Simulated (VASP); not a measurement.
# MgSe (Fm-3m) in VASP: a series of runs

Runs on MgSe. Level: PBEsol. Tasks: single point.

Everything below comes from runs of VASP 6.6.1. Logs are shortened: lines on timing, memory, paths and dates and some standing lists are left out, and cuts for length are marked.

**1. The cell of the first run**

The structure is cubic, space group Fm-3m (No. 225). Conventional cell: a = 5.450 Å, b = 5.450 Å, c = 5.450 Å, α = 90.00°, β = 90.00°, γ = 90.00°. Mg (site symmetry m-3m) has 6 Se at 2.72 Å within 3.6 Å. Within 3.6 Å of Se (site symmetry m-3m) lie 6 Mg at 2.72 Å.

**2. Single point, PBEsol**

INCAR reads:

```
ALGO = Normal
EDIFF = 1E-6
ENCUT = 600
GGA = PS
GGA_COMPAT = F
ISIF = 2
ISMEAR = 0
LASPH = T
LCHARG = T
LELF = T
LREAL = F
LVHAR = T
LWAVE = F
NBANDS = 11
NELM = 120
PREC = Accurate
SIGMA = 0.05
```

KPOINTS reads:

```
k-points
0
Gamma
  8 8 8
```

POSCAR reads:

```
MgSe
1.0
    0.0000000000      2.7248600115      2.7248600115
    2.7248600115      0.0000000000      2.7248600115
    2.7248600115      2.7248600115      0.0000000000
Mg Se
1 1
Direct
    0.0000000000      0.0000000000      0.0000000000
    0.5000000000      0.5000000000      0.5000000000
```

Potentials or basis: VASP PAW PBE potentials, release 64 (Mg, Se).

Command:

```
cat potpaw_PBE.64/Mg/POTCAR potpaw_PBE.64/Se/POTCAR > POTCAR
mpirun -np 1 vasp_std > vasp.out
```

OUTCAR:

```text
EDIFF = 1E-6
   ENCUT = 600
   GGA = PS
   ISIF = 2
   ISMEAR = 0
   LASPH = T
   LREAL = F
   NELM = 120
   PREC = Accurate

 ion  position               nearest neighbor table
   1  0.000  0.000  0.000-   2 2.72   2 2.72   2 2.72   2 2.72   2 2.72   2 2.72
   2  0.500  0.500  0.500-   1 2.72   1 2.72   1 2.72   1 2.72   1 2.72   1 2.72

  LATTYP: Found a face centered cubic cell.
 ALAT       =     5.4497200230

  Lattice vectors:

 A1 = (   0.0000000000,   2.7248600115,   2.7248600115)
 A2 = (   2.7248600115,   0.0000000000,   2.7248600115)
 A3 = (   2.7248600115,   2.7248600115,   0.0000000000)

Analysis of symmetry for initial positions (statically):
=====================================================================
 Subroutine PRICEL returns:
 Original cell was already a primitive cell.

 Routine SETGRP: Setting up the symmetry group for a
 face centered cubic supercell.

 Subroutine GETGRP returns: Found 48 space group operations
 (whereof 48 operations were pure point group operations)
 out of a pool of 48 trial point group operations.

The static configuration has the point symmetry O_h .

Analysis of symmetry for dynamics (positions and initial velocities):
=====================================================================
 Subroutine PRICEL returns:
 Original cell was already a primitive cell.

 Routine SETGRP: Setting up the symmetry group for a
 face centered cubic supercell.

 Subroutine GETGRP returns: Found 48 space group operations
 (whereof 48 operations were pure point group operations)
 out of a pool of 48 trial point group operations.

The dynamic configuration has the point symmetry O_h .

 Subroutine INISYM returns: Found 48 space group operations
 (whereof 48 operations are pure point group operations),
 and found     1 'primitive' translations

----------------------------------------------------------------------------------------

                                     Primitive cell

  volume of cell :      40.4634

  direct lattice vectors                    reciprocal lattice vectors
     0.000000000  2.724860012  2.724860012    -0.183495665  0.183495665  0.183495665
     2.724860012  0.000000000  2.724860012     0.183495665 -0.183495665  0.183495665
     2.724860012  2.724860012  0.000000000     0.183495665  0.183495665 -0.183495665

  length of vectors
     3.853533984  3.853533984  3.853533984     0.317823815  0.317823815  0.317823815

  position of ions in fractional coordinates (direct lattice)
     0.000000000  0.000000000  0.000000000
     0.500000000  0.500000000  0.500000000

  ion indices of the primitive-cell ions
   primitive index   ion index
                 1           1
                 2           2

----------------------------------------------------------------------------------------

 KPOINTS: k-points

Automatic generation of k-mesh.
 Grid dimensions read from file:
 generate k-points for:    8    8    8

 Generating k-lattice:

  Cartesian coordinates                     Fractional coordinates (reciprocal lattice)
    -0.022936958  0.022936958  0.022936958     0.125000000  0.000000000  0.000000000
     0.022936958 -0.022936958  0.022936958     0.000000000  0.125000000  0.000000000
     0.022936958  0.022936958 -0.022936958     0.000000000  0.000000000  0.125000000

  Length of vectors
     0.039727977  0.039727977  0.039727977

  Shift w.r.t. Gamma in fractional coordinates (k-lattice)
     0.000000000  0.000000000  0.000000000

 Subroutine IBZKPT returns following result:
 ===========================================

 Found     29 irreducible k-points:

 Following reciprocal coordinates:
            Coordinates               Weight
  0.000000  0.000000  0.000000      1.000000
  0.125000  0.000000  0.000000      8.000000
  0.250000  0.000000  0.000000      8.000000
  0.375000  0.000000  0.000000      8.000000
  0.500000  0.000000  0.000000      4.000000
  0.125000  0.125000  0.000000      6.000000
[... 16 lines left out ...]
  0.500000  0.250000  0.125000     48.000000
 -0.375000  0.250000  0.125000     24.000000
 [... further k-points ...]
   k-points           NKPTS =     29   k-points in BZ     NKDIM =     29   number of bands    NBANDS=     11
   number of dos      NEDOS =    301   number of ions     NIONS =      2
   total plane-waves  NPLWV =  32768
   dimension x,y,z NGX =    32 NGY =   32 NGZ =   32
   dimension x,y,z NGXF=    64 NGYF=   64 NGZF=   64
   ions per type =               1   1
   NGX,Y,Z   is equivalent  to a cutoff of  13.81, 13.81, 13.81 a.u.
   NGXF,Y,Z  is equivalent  to a cutoff of  27.61, 27.61, 27.61 a.u.
 SYSTEM =  unknown system
   PREC   = accura    normal or accurate (medium, high low for compatibility)
   ISTART =      0    job   : 0-new  1-cont  2-samecut
   ICHARG =      2    charge: 1-file 2-atom 10-const
   ISPIN  =      1    spin polarized calculation?
   LNONCOLLINEAR =      F non collinear calculations
   LSORBIT =      F    spin-orbit coupling
   LASPH  =      T    aspherical Exc in radial PAW
   ENCUT  =  600.0 eV  44.10 Ry    6.64 a.u.   7.70  7.70  7.70*2*pi/ulx,y,z
   NELM   =    120;   NELMIN=  2; NELMDL= -5     # of ELM steps
   EDIFF  = 0.1E-05   stopping-criterion for ELM
   LREAL  =      F    real-space projection
   EDIFFG = 0.1E-04   stopping-criterion for IOM
   NSW    =      0    number of steps for IOM
   IBRION =     -1    ionic relax: 0-MD 1-quasi-New 2-CG
   NFREE  =      0    steps in history (QN), initial steepest desc. (CG)
   ISIF   =      2    stress and relaxation
   ISYM   =      2    0-nonsym 1-usesym 2-fastsym
   POTIM  = 0.5000    time-step for ionic-motion
   TEBEG  =    0.0;   TEEND  =   0.0 temperature during run
   PSTRESS=    0.0 pullay stress
   NELECT =       8.0000    total number of electrons
   NUPDOWN=      -1.0000    fix difference up-down
   EMIN   =  10.00;   EMAX   =-10.00  energy-range for DOS
   EFERMI =   0.00;   METHOD = LEGACY
   ISMEAR =     0;   SIGMA  =   0.05  broadening in eV -4-tet -1-fermi 0-gaus
   EFERMI_NEDOS =   21; number of points for ismear=-14 and -15
   IALGO  =     38    algorithm
   IMIX   =      4    mixing-type and parameters
     AMIX     =   0.40;   BMIX     =  1.00
     AMIX_MAG =   1.60;   BMIX_MAG =  1.00
  volume/ion in A,a.u.               =      20.23       136.53
  Fermi-wavevector in a.u.,A,eV,Ry     =   0.953712  1.802255 12.375408  0.909567
  Thomas-Fermi vector in A             =   2.082392
   LORBIT       =      0    0 simple, 1 ext, 2 COOP (PROOUT), +10 PAW based schemes
   GGA     = PS    functional components
   LHFCALC =     F    Hartree Fock is set to
   AEXX    =    0.0000 exact exchange contribution
   IVDW    =     0    specifies the selected vdW correction
   LEPSILON=     F    determine dielectric tensor
   LRPA    =     F    only Hartree local field effects (RPA)
 non-spin polarized calculation
 Gauss-broadening in eV      SIGMA  =   0.05
  energy-cutoff  :      600.00
  volume of cell :       40.46
 maximum number of plane-waves:      1365
   NGX = 15   NGY = 15   NGZ = 15

 number of electron       8.0000000 magnetization

 Free energy of the ion-electron system (eV)
  ---------------------------------------------------
  ext. energy  EPLUGINS =         0.00000000
  ---------------------------------------------------
  free energy    TOTEN  =        -8.10615257 eV

  energy without entropy =       -8.10615257  energy(sigma->0) =       -8.10615257

 E-fermi :   3.3945     XC(G=0):  -9.6228

 val. band max:        3.1497085373   @ k =   0.0000   0.0000   0.0000
 cond. band min:       4.9126918710   @ k =   0.5000   0.5000   0.0000
 fundamental gap:      1.7629833337
 Fermi energy:         3.3944995764

 k-point     1 :       0.0000    0.0000    0.0000
  band No.  band energies     occupation
      1      -9.8257      2.00000
      2       3.1497      2.00000
      3       3.1497      2.00000
      4       3.1497      2.00000
      5       5.6546      0.00000
      6      10.4817      0.00000
      7      10.4817      0.00000
      8      10.4817      0.00000
      9      13.0917      0.00000
     10      13.0917      0.00000
     11      13.9431      0.00000

 k-point     2 :       0.1250    0.0000    0.0000
  band No.  band energies     occupation
      1      -9.6919      2.00000
      2       1.9085      2.00000
      3       3.0470      2.00000
      4       3.0470      2.00000
      5       6.6321      0.00000
      6      10.1579      0.00000
      7      10.7117      0.00000
      8      10.7117      0.00000
      9      12.0708      0.00000
     10      12.0708      0.00000
     11      13.8519      0.00000

 k-point     3 :       0.2500    0.0000    0.0000
  band No.  band energies     occupation
      1      -9.3331      2.00000
      2       0.0983      2.00000
      3       2.8251      2.00000
      4       2.8251      2.00000
      5       7.1719      0.00000
      6      10.1634      0.00000
      7      10.1634      0.00000
      8      10.8547      0.00000
      9      12.6689      0.00000
     10      12.6689      0.00000
     11      13.0694      0.00000

 k-point     4 :       0.3750    0.0000    0.0000
  band No.  band energies     occupation
      1      -8.9035      2.00000
      2      -1.3038      2.00000
      3       2.6319      2.00000
      4       2.6319      2.00000
      5       6.9726      0.00000
      6       9.4475      0.00000
      7       9.4475      0.00000
      8      11.8334      0.00000
      9      13.3428      0.00000
     10      14.6001      0.00000
     11      14.6001      0.00000
[... 239 lines left out ...]
 k-point    22 :       0.3750    0.2500    0.1250
  band No.  band energies     occupation
      1      -9.0537      2.00000
      2      -0.1582      2.00000
      3       1.5843      2.00000
      4       2.4355      2.00000
      5       7.9771      0.00000
      6       9.0770      0.00000
      7       9.3596      0.00000
      8      11.5342      0.00000
      9      12.6162      0.00000
     10      15.5512      0.00000
     11      16.0032      0.00000

 k-point    23 :       0.5000    0.2500    0.1250
  band No.  band energies     occupation
      1      -8.6930      2.00000
      2      -0.9625      2.00000
      3       1.0305      2.00000
      4       2.0943      2.00000
      5       7.8727      0.00000
      6       8.7718      0.00000
      7      10.3032      0.00000
      8      11.4135      0.00000
      9      13.9929      0.00000
     10      15.7614      0.00000
     11      16.5175      0.00000

 k-point    24 :      -0.3750    0.2500    0.1250
  band No.  band energies     occupation
      1      -8.5236      2.00000
      2      -1.3286      2.00000
      3       0.8856      2.00000
      4       1.9165      2.00000
      5       7.8527      0.00000
      6       8.4786      0.00000
      7      10.8577      0.00000
      8      12.1520      0.00000
      9      14.1336      0.00000
     10      14.8510      0.00000
     11      17.1570      0.00000

 [... further k-points ...]

------------------------ aborting loop because EDIFF is reached ----------------------------------------

  FORCE on cell =-STRESS in cart. coord.  units (eV):
  Direction    XX          YY          ZZ          XY          YZ          ZX
  --------------------------------------------------------------------------------------
  -------------------------------------------------------------------------------------
  Total       -0.0136719     -0.0136719     -0.0136719     -0.0000000     -0.0000000      0.0000000
  in kB       -0.5413468     -0.5413468     -0.5413468     -0.0000000     -0.0000000      0.0000000
  external PRESSURE =      -0.5413468 kB  Pullay stress =       0.0000000 kB

 VOLUME and BASIS-vectors are now :
 -----------------------------------------------------------------------------
  energy-cutoff  :      600.00
  volume of cell :       40.46
      direct lattice vectors                 reciprocal lattice vectors
     0.000000000  2.724860012  2.724860012    -0.183495665  0.183495665  0.183495665
     2.724860012  0.000000000  2.724860012     0.183495665 -0.183495665  0.183495665
     2.724860012  2.724860012  0.000000000     0.183495665  0.183495665 -0.183495665

 POSITION                                       TOTAL-FORCE (eV/Angst)
 -----------------------------------------------------------------------------------
      0.00000      0.00000      0.00000        -0.000000     -0.000000     -0.000000
      2.72486      2.72486      2.72486         0.000000      0.000000      0.000000
 -----------------------------------------------------------------------------------
    total drift:                               -0.000000     -0.000000      0.000000

  FREE ENERGIE OF THE ION-ELECTRON SYSTEM (eV)
  ---------------------------------------------------
  free  energy   TOTEN  =        -8.1061525656 eV

  energy  without entropy=       -8.1061525656  energy(sigma->0) =       -8.10615257
```

It took 12 s on 1 thread of Intel Xeon Platinum 8488C (Sapphire Rapids), shared host; peak memory 0.18 GiB.

Results:

| Quantity | Value |
| --- | --- |
| Free energy | -8.1062 eV |
| Pressure | -0.1 GPa |
| Band gap on the k mesh | 1.76 eV, indirect (least direct gap 2.50 eV) |

Levels at points of the mesh, in eV from the valence-band top:
| k point | band 1 | band 2 | band 3 | band 4 | band 5 | band 6 | band 7 | band 8 |
| --- | --- | --- | --- | --- | --- | --- | --- | --- |
| (0.00, 0.00, 0.00) | -12.98 | 0.00 | 0.00 | 0.00 | 2.50 | 7.33 | 7.33 | 7.33 |
| (0.50, 0.00, 0.00) | -11.84 | -5.00 | -0.59 | -0.59 | 3.71 | 6.04 | 6.04 | 8.60 |
| (0.50, 0.50, 0.00) | -11.52 | -4.32 | -1.81 | -1.81 | 1.76 | 3.84 | 11.65 | 12.12 |

Caveat: the PAW data sets were made with another functional, which shifts forces and pressure a little. A hybrid or GW would open this gap; PBEsol tends to underestimate it.

**3. Single point, PBEsol (volume scaled by 0.98)**

INCAR reads:

```
SYSTEM = MgSe
  PREC = Accurate
  ENCUT = 600
  EDIFF = 1E-6
  ISMEAR = 0
  SIGMA = 0.05
  LREAL = .FALSE.
  LASPH = .TRUE.
  NELM = 120
  ALGO = Normal
  ISIF = 2
  LWAVE = .FALSE.
  LCHARG = .TRUE.
  GGA = PS
  LELF = .TRUE.
  LVHAR = .TRUE.
  NBANDS = 11
  GGA_COMPAT = .FALSE.
```

KPOINTS reads:

```
Automatic mesh
0
G
  8 8 8
  0 0 0
```

POSCAR reads:

```
MgSe
1.0
    0.0000000000      2.7065718094      2.7065718094
    2.7065718094      0.0000000000      2.7065718094
    2.7065718094      2.7065718094      0.0000000000
Mg Se
1 1
Direct
    0.0000000000      0.0000000000      0.0000000000
    0.5000000000      0.5000000000      0.5000000000
```

Potentials or basis: VASP PAW PBE potentials, release 64 (Mg, Se).

Command:

```
cat potpaw_PBE.64/Mg/POTCAR potpaw_PBE.64/Se/POTCAR > POTCAR
mpirun -np 1 vasp_std > vasp.out
```

OUTCAR:

```text
SYSTEM = MgSe
   PREC = Accurate
   ENCUT = 600
   EDIFF = 1E-6
   ISMEAR = 0
   LREAL = .FALSE.
   LASPH = .TRUE.
   NELM = 120
   ISIF = 2
   GGA = PS

 ion  position               nearest neighbor table
   1  0.000  0.000  0.000-   2 2.71   2 2.71   2 2.71   2 2.71   2 2.71   2 2.71
   2  0.500  0.500  0.500-   1 2.71   1 2.71   1 2.71   1 2.71   1 2.71   1 2.71

  LATTYP: Found a face centered cubic cell.
 ALAT       =     5.4131436188

  Lattice vectors:

 A1 = (   0.0000000000,   2.7065718094,   2.7065718094)
 A2 = (   2.7065718094,   0.0000000000,   2.7065718094)
 A3 = (   2.7065718094,   2.7065718094,   0.0000000000)

Analysis of symmetry for initial positions (statically):
=====================================================================
 Subroutine PRICEL returns:
 Original cell was already a primitive cell.

 Routine SETGRP: Setting up the symmetry group for a
 face centered cubic supercell.

 Subroutine GETGRP returns: Found 48 space group operations
 (whereof 48 operations were pure point group operations)
 out of a pool of 48 trial point group operations.

The static configuration has the point symmetry O_h .

Analysis of symmetry for dynamics (positions and initial velocities):
[... 173 lines left out ...]
      6      10.6463      0.00000
      7      10.6463      0.00000
      8      10.6463      0.00000
      9      13.3004      0.00000
     10      13.3004      0.00000
     11      14.1398      0.00000
[... 309 lines left out ...]
 k-point    24 :      -0.3750    0.2500    0.1250
  band No.  band energies     occupation
      1      -8.4082      2.00000
      2      -1.2607      2.00000
      3       0.9930      2.00000
      4       2.0493      2.00000
      5       8.0717      0.00000
      6       8.6922      0.00000
      7      11.1008      0.00000
      8      12.4232      0.00000
      9      14.3864      0.00000
     10      15.1719      0.00000
     11      17.4362      0.00000

 [... further k-points ...]

------------------------ aborting loop because EDIFF is reached ----------------------------------------

  FORCE on cell =-STRESS in cart. coord.  units (eV):
  Direction    XX          YY          ZZ          XY          YZ          ZX
  --------------------------------------------------------------------------------------
  -------------------------------------------------------------------------------------
  Total        0.3265790      0.3265790      0.3265790      0.0000000      0.0000000      0.0000000
  in kB       13.1950233     13.1950233     13.1950233      0.0000000      0.0000000      0.0000000
  external PRESSURE =      13.1950233 kB  Pullay stress =       0.0000000 kB

 VOLUME and BASIS-vectors are now :
 -----------------------------------------------------------------------------
  energy-cutoff  :      600.00
  volume of cell :       39.65
      direct lattice vectors                 reciprocal lattice vectors
     0.000000000  2.706571809  2.706571809    -0.184735538  0.184735538  0.184735538
     2.706571809  0.000000000  2.706571809     0.184735538 -0.184735538  0.184735538
     2.706571809  2.706571809  0.000000000     0.184735538  0.184735538 -0.184735538

 POSITION                                       TOTAL-FORCE (eV/Angst)
 -----------------------------------------------------------------------------------
      0.00000      0.00000      0.00000        -0.000000     -0.000000      0.000000
      2.70657      2.70657      2.70657         0.000000      0.000000     -0.000000
 -----------------------------------------------------------------------------------
    total drift:                               -0.000000     -0.000000      0.000000

  FREE ENERGIE OF THE ION-ELECTRON SYSTEM (eV)
  ---------------------------------------------------
  free  energy   TOTEN  =        -8.1029958784 eV

  energy  without entropy=       -8.1029958784  energy(sigma->0) =       -8.10299588
```

stdout:

```text
POSCAR found type information on POSCAR MgSe
 POSCAR found :  2 types and       2 ions
 scaLAPACK will be used
 -----------------------------------------------------------------------------
|                                                                             |
|                                                                             |
|     You enforced a specific xc type in the INCAR file but a different       |
|     I HOPE YOU KNOW WHAT YOU ARE DOING!                                     |
|                                                                             |
 -----------------------------------------------------------------------------

 LDA part: xc-table for (Slater+PW92), standard interpolation
 POSCAR, INCAR and KPOINTS ok, starting setup
 FFT: planning ... GRIDC
 FFT: planning ... GRID_SOFT
 FFT: planning ... GRID
 WAVECAR not read
 entering main loop
```

It took 11 s on 1 thread of Intel Xeon Platinum 8488C (Sapphire Rapids), shared host; peak memory 0.18 GiB.

What came out:

```yaml
Free_energy: -8.1030 eV
Pressure: 1.3 GPa
Band_gap_on_the_k_mesh: 1.79 eV, indirect (least direct gap 2.64 eV)
```

Caveat: the PAW data sets were made with another functional, which shifts forces and pressure a little. A k mesh can miss the band edges.
